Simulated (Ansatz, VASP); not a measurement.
## Sn in VASP and in Ansatz

The input INCAR:

```
SYSTEM = Sn
PREC = Accurate
ENCUT = 520
EDIFF = 1E-6
ISMEAR = -1
SIGMA = 0.05
LREAL = .FALSE.
LASPH = .TRUE.
NELM = 60
ALGO = Normal
ISIF = 2
LWAVE = .FALSE.
LCHARG = .FALSE.
GGA = PE
NBANDS = 21
```

KPOINTS

```
regular mesh
0
G
  13 13 7
  0 0 0
```

File POSCAR:

```
Sn
1.0
    2.5111450333      0.0000000000      0.0000000000
   -1.2555725167      2.1747153914      0.0000000000
    0.0000000000      0.0000000000      4.0616126532
Sn
2
Direct
    0.3333333333      0.6666666667      0.2500000000
    0.6666666667      0.3333333333      0.7500000000
```

Input for Ansatz:

```yaml
crystal:
  lattice:
    - [2.5111450333, 0.0, 0.0]
    - [-1.2555725167, 2.1747153914, 0.0]
    - [0.0, 0.0, 4.0616126532]
  atoms:
    - { symbol: Sn, position: [0.3333333333, 0.6666666667, 0.25] }
    - { symbol: Sn, position: [0.6666666667, 0.3333333333, 0.75] }
kpoints:
  mp_grid: { grid: [13, 13, 7] }
scf:
  occupations: { method: fermi_dirac, width: 0.05 }
hamiltonian:
  xc: pbe
  pseudopotentials: { kind: nc }
output:
  forces: true
  stress: true
  eigenvalues: true
```

Change from the starting cell: volume scaled by 0.4, norm-conserving files.

Alike in both runs: task single point; functional PBE; k mesh 13 × 13 × 7; occupations fermi-dirac, width 0.05 eV; no spin polarisation.

```csv
,VASP,Ansatz
version,VASP 6.6.1,Ansatz 0.2.0
potentials or method,"VASP PAW PBE potentials, release 64 (Sn_d)","norm-conserving pseudopotentials, scalar-relativistic"
plane-wave cutoff (eV),520,980
valence electrons in the cell,28,28
```

|  | VASP | Ansatz | Ansatz less VASP |
| --- | --- | --- | --- |
| pressure (GPa) | 394.0 | 394.2 | +0.20 |

Both programs put the cell under a high pressure, so it lies far from rest at this level. The functional is the same, so the differences come from potentials, cutoffs and numerics.

Noted on VASP's run: the cell as given lies far from equilibrium.
